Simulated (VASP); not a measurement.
# IrRu14 in VASP: further runs, part 2 of 2

VASP 6.6.1. The steps go on from the part before.

## Step 3: Single point, PBE

Input file INCAR:

```
PREC = Accurate
ENCUT = 400
EDIFF = 1E-6
ISMEAR = 1
SIGMA = 0.1
LREAL = False
LASPH = True
NELM = 120
ALGO = Normal
ISIF = 2
LWAVE = False
LCHARG = False
LDIPOL = True
IDIPOL = 3
DIPOL = 0.5 0.5 0.500
GGA = PE
NBANDS = 116
GGA_COMPAT = False
NELMDL = -8
```

Input file KPOINTS:

```
Automatic mesh
0
Gamma
  9 9 1
```

Input file POSCAR:

```
IrRu14
1.0
    4.0794365732      2.3552638037      0.0000000000
   -4.0794365732      2.3552638037      0.0000000000
    0.0000000000      0.0000000000     20.5936087093
Ru Ir
14 1
Direct
    0.3333333333      0.3333333333      0.2947981825
    0.6666666667      0.0000000000      0.2945405473
    0.0000000000      0.6666666667      0.2945405473
    0.3333333333      0.0001919870      0.3951373091
    0.6664746797      0.6664746797      0.3951373091
    1.0001919870      0.3333333333      0.3951373091
    0.3333333333      0.3333333333      0.5001036944
    0.6666666667      0.0000000000      0.4999447106
    0.0000000000      0.6666666667      0.4999447106
    0.3333333333     -0.0016280539      0.6042589069
    0.6682947205      0.6682947205      0.6042589069
    0.9983719461      0.3333333333      0.6042589069
    0.6666666667      0.0000000000      0.7057307849
    0.0000000000      0.6666666667      0.7057307849
    0.3333333333      0.3333333333      0.7064773898
```

Potentials or basis: VASP PAW PBE potentials, release 64 (Ru_pv, Ir).

Command:

```sh
$ cat potpaw_PBE.64/Ru_pv/POTCAR potpaw_PBE.64/Ir/POTCAR > POTCAR
$ mpirun -np 1 vasp_std > vasp.out
```

OUTCAR:

```text
PREC = Accurate
   ENCUT = 400
   EDIFF = 1E-6
   ISMEAR = 1
   LREAL = False
   LASPH = True
   NELM = 120
   ISIF = 2
   GGA = PE
   NELMDL = -8

 ion  position               nearest neighbor table
   1  0.333  0.333  0.295-   4 2.59   6 2.59   5 2.59   3 2.72   2 2.72   3 2.72   2 2.72   2 2.72
                             3 2.72
   2  0.667  0.000  0.295-   5 2.60   6 2.60   4 2.60   3 2.72   3 2.72   3 2.72   1 2.72   1 2.72
                             1 2.72
   3  0.000  0.667  0.295-   5 2.60   4 2.60   6 2.60   2 2.72   2 2.72   2 2.72   1 2.72   1 2.72
                             1 2.72
   4  0.333  0.000  0.395-   1 2.59   3 2.60   2 2.60   9 2.67   8 2.67   7 2.67   6 2.72   5 2.72
                             5 2.72   5 2.72   6 2.72   6 2.72
   5  0.666  0.666  0.395-   1 2.59   2 2.60   3 2.60   8 2.67   9 2.67   7 2.67   4 2.72   6 2.72
                             4 2.72   6 2.72   6 2.72   4 2.72
   6  0.000  0.333  0.395-   1 2.59   2 2.60   3 2.60   8 2.67   9 2.67   7 2.67   4 2.72   5 2.72
                             5 2.72   5 2.72   4 2.72   4 2.72
   7  0.333  0.333  0.500-  10 2.66  12 2.66  11 2.66   6 2.67   4 2.67   5 2.67   9 2.72   8 2.72
                             9 2.72   8 2.72   9 2.72   8 2.72
   8  0.667  0.000  0.500-  12 2.66  11 2.66  10 2.66   5 2.67   6 2.67   4 2.67   9 2.72   9 2.72
                             9 2.72   7 2.72   7 2.72   7 2.72
   9  0.000  0.667  0.500-  10 2.66  11 2.66  12 2.66   5 2.67   4 2.67   6 2.67   8 2.72   8 2.72
                             8 2.72   7 2.72   7 2.72   7 2.72
  10  0.333  0.998  0.604-  14 2.61  13 2.61  15 2.63   9 2.66   8 2.66   7 2.66  11 2.71  11 2.71
                            12 2.71  12 2.71  12 2.73  11 2.73
  11  0.668  0.668  0.604-  13 2.61  14 2.61  15 2.63   9 2.66   8 2.66   7 2.66  12 2.71  10 2.71
                            10 2.71  12 2.71  10 2.73  12 2.73
  12  0.998  0.333  0.604-  13 2.61  14 2.61  15 2.63   8 2.66   9 2.66   7 2.66  11 2.71  11 2.71
                            10 2.71  10 2.71  10 2.73  11 2.73
  13  0.667  0.000  0.706-  12 2.61  11 2.61  10 2.61  14 2.72  14 2.72  14 2.72  15 2.72  15 2.72
                            15 2.72
  14  0.000  0.667  0.706-  10 2.61  11 2.61  12 2.61  13 2.72  13 2.72  13 2.72  15 2.72  15 2.72
                            15 2.72
  15  0.333  0.333  0.706-  10 2.63  12 2.63  11 2.63  14 2.72  13 2.72  13 2.72  14 2.72  13 2.72
                            14 2.72

  LATTYP: Found a hexagonal cell.
 ALAT       =     4.7105276074
 C/A-ratio  =     4.3718263485

  Lattice vectors:

 A1 = (   4.0794365732,   2.3552638037,   0.0000000000)
 A2 = (  -4.0794365732,   2.3552638037,   0.0000000000)
 A3 = (   0.0000000000,   0.0000000000,  20.5936087093)

Analysis of symmetry for initial positions (statically):
=====================================================================
 Subroutine PRICEL returns:
 Original cell was already a primitive cell.

 Routine SETGRP: Setting up the symmetry group for a
 hexagonal supercell.

 Subroutine GETGRP returns: Found  6 space group operations
 (whereof  2 operations were pure point group operations)
 out of a pool of 24 trial point group operations.

The static configuration has the point symmetry C_1h.
 The point group associated with its full space group is C_3v.

Analysis of symmetry for dynamics (positions and initial velocities):
=====================================================================
 Subroutine PRICEL returns:
 Original cell was already a primitive cell.

 Routine SETGRP: Setting up the symmetry group for a
 hexagonal supercell.

 Subroutine GETGRP returns: Found  6 space group operations
 (whereof  2 operations were pure point group operations)
 out of a pool of 24 trial point group operations.

[... 118 lines left out ...]
   IBRION =     -1    ionic relax: 0-MD 1-quasi-New 2-CG
   NFREE  =      0    steps in history (QN), initial steepest desc. (CG)
   ISIF   =      2    stress and relaxation
   ISYM   =      2    0-nonsym 1-usesym 2-fastsym
   POTIM  = 0.5000    time-step for ionic-motion
   TEBEG  =    0.0;   TEEND  =   0.0 temperature during run
   PSTRESS=    0.0 pullay stress
   NELECT =     205.0000    total number of electrons
   NUPDOWN=      -1.0000    fix difference up-down
   EMIN   =  10.00;   EMAX   =-10.00  energy-range for DOS
   EFERMI =   0.00;   METHOD = LEGACY
   ISMEAR =     1;   SIGMA  =   0.10  broadening in eV -4-tet -1-fermi 0-gaus
   EFERMI_NEDOS =   21; number of points for ismear=-14 and -15
   IALGO  =     38    algorithm
   IMIX   =      4    mixing-type and parameters
     AMIX     =   0.40;   BMIX     =  1.00
     AMIX_MAG =   1.60;   BMIX_MAG =  1.00
  volume/ion in A,a.u.               =      26.38       178.04
  Fermi-wavevector in a.u.,A,eV,Ry     =   1.314797  2.484606 23.520273  1.728691
  Thomas-Fermi vector in A             =   2.445025
   LORBIT       =      0    0 simple, 1 ext, 2 COOP (PROOUT), +10 PAW based schemes
   GGA     = PE    functional components
   LHFCALC =     F    Hartree Fock is set to
   AEXX    =    0.0000 exact exchange contribution
   IVDW    =     0    specifies the selected vdW correction
   LEPSILON=     F    determine dielectric tensor
   LRPA    =     F    only Hartree local field effects (RPA)
 non-spin polarized calculation
 Methfessel and Paxton  Order N= 1 SIGMA  =   0.10
  energy-cutoff  :      400.00
  volume of cell :      395.73
 maximum number of plane-waves:      7237
 NGX is ok and might be reduce to    32
   NGX = 15   NGY = 15   NGZ = 67

 dipolmoment           0.000000      0.000000     -0.136995 electrons x Angstroem

 number of electron     205.0000008 magnetization

 dipolmoment           0.000000      0.000000      0.023451 electrons x Angstroem

 Free energy of the ion-electron system (eV)
  ---------------------------------------------------
  ext. energy  EPLUGINS =         0.00000000
  ---------------------------------------------------
  free energy    TOTEN  =      -132.10270505 eV

  energy without entropy =     -132.09235952  energy(sigma->0) =     -132.09925654

 E-fermi :   4.1929     XC(G=0):  -8.2563

 val. band max:        4.1851515090   @ k =   0.1111  -0.0000   0.0000
 cond. band min:       4.1929207845   @ k =   0.4444  -0.0000   0.0000
 fundamental gap:      0.0077692755
 Fermi energy:         4.1928814364

 k-point     1 :       0.0000    0.0000    0.0000
  band No.  band energies     occupation
      1     -39.4487      2.00000
      2     -39.2940      2.00000
      3     -39.2726      2.00000
      4     -39.2223      2.00000
      5     -39.2181      2.00000
      6     -39.2181      2.00000
[... 1393 lines left out ...]
    113       4.8734     -0.00000
    114       4.9183     -0.00000
 [bands above 114 left out]

------------------------ aborting loop because EDIFF is reached ----------------------------------------

 vacuum level on the upper side and lower side of the slab       (xc-potential included)        -0.164        -0.374

  FORCE on cell =-STRESS in cart. coord.  units (eV):
  Direction    XX          YY          ZZ          XY          YZ          ZX
  --------------------------------------------------------------------------------------
  -------------------------------------------------------------------------------------
  Total       -9.1107370     -9.1107370     -0.9913293      0.0000000     -0.0000000      0.0000000
  in kB      -36.8860284    -36.8860284     -4.0135281      0.0000000     -0.0000000      0.0000000
  external PRESSURE =     -25.9285283 kB  Pullay stress =       0.0000000 kB

 VOLUME and BASIS-vectors are now :
 -----------------------------------------------------------------------------
  energy-cutoff  :      400.00
  volume of cell :      395.73
      direct lattice vectors                 reciprocal lattice vectors
     4.079436573  2.355263804  0.000000000     0.122565945  0.212290445  0.000000000
    -4.079436573  2.355263804  0.000000000    -0.122565945  0.212290445  0.000000000
     0.000000000  0.000000000 20.593608709     0.000000000  0.000000000  0.048558755

 POSITION                                       TOTAL-FORCE (eV/Angst)
 -----------------------------------------------------------------------------------
      0.00000      1.57018      6.07096        -0.000000     -0.000000     -0.019267
      2.71962      1.57018      6.06565        -0.000000     -0.000000     -0.021120
     -2.71962      1.57018      6.06565         0.000000     -0.000000     -0.021120
      1.35903      0.78554      8.13730        -0.000750      0.000433      0.014100
      0.00000      3.13945      8.13730         0.000000     -0.000866      0.014100
     -1.35903      0.78554      8.13730         0.000750      0.000433      0.014100
      0.00000      1.57018     10.29894         0.000000     -0.000000     -0.000460
      2.71962      1.57018     10.29567         0.000000     -0.000000     -0.002995
     -2.71962      1.57018     10.29567         0.000000     -0.000000     -0.002995
     -2.71298      3.13652     12.44387         0.003051     -0.001761     -0.009238
      0.00000      3.14802     12.44387         0.000000      0.003523     -0.009238
      2.71298      3.13652     12.44387        -0.003051     -0.001761     -0.009238
      2.71962      1.57018     14.53354         0.000000     -0.000000      0.011399
     -2.71962      1.57018     14.53354        -0.000000     -0.000000      0.011399
      0.00000      1.57018     14.54892        -0.000000     -0.000000      0.030576
 -----------------------------------------------------------------------------------
    total drift:                                0.000000     -0.000025      0.001735

  FREE ENERGIE OF THE ION-ELECTRON SYSTEM (eV)
  ---------------------------------------------------
  free  energy   TOTEN  =      -132.1027050488 eV

  energy  without entropy=     -132.0923595185  energy(sigma->0) =     -132.09925654

 vacuum level on the upper side and lower side of the slab         9.057         8.838
```

It took 44 min on 1 thread of Intel Xeon 8259CL, shared host; peak memory 0.54 GiB.

Results:

| Item | Value |
| --- | --- |
| Free energy | -132.1027 eV |
| Largest force | 0.031 eV/Å |
| Band gap on the k mesh | zero (an odd number of electrons rules out a gap without spin polarisation) |

Forces in eV/Å, atoms in the order of the input:
```
Ru   0.000  0.000 -0.019
Ru   0.000  0.000 -0.021
Ru   0.000  0.000 -0.021
Ru  -0.001  0.000  0.014
Ru   0.000 -0.001  0.014
Ru   0.001  0.000  0.014
Ru   0.000  0.000  0.000
Ru   0.000  0.000 -0.003
Ru   0.000  0.000 -0.003
Ru   0.003 -0.002 -0.009
Ru   0.000  0.004 -0.009
Ru  -0.003 -0.002 -0.009
Ru   0.000  0.000  0.011
Ru   0.000  0.000  0.011
Ir   0.000  0.000  0.031
```

Caveat: spin-orbit coupling is left out, which moves the levels of the heavy elements.
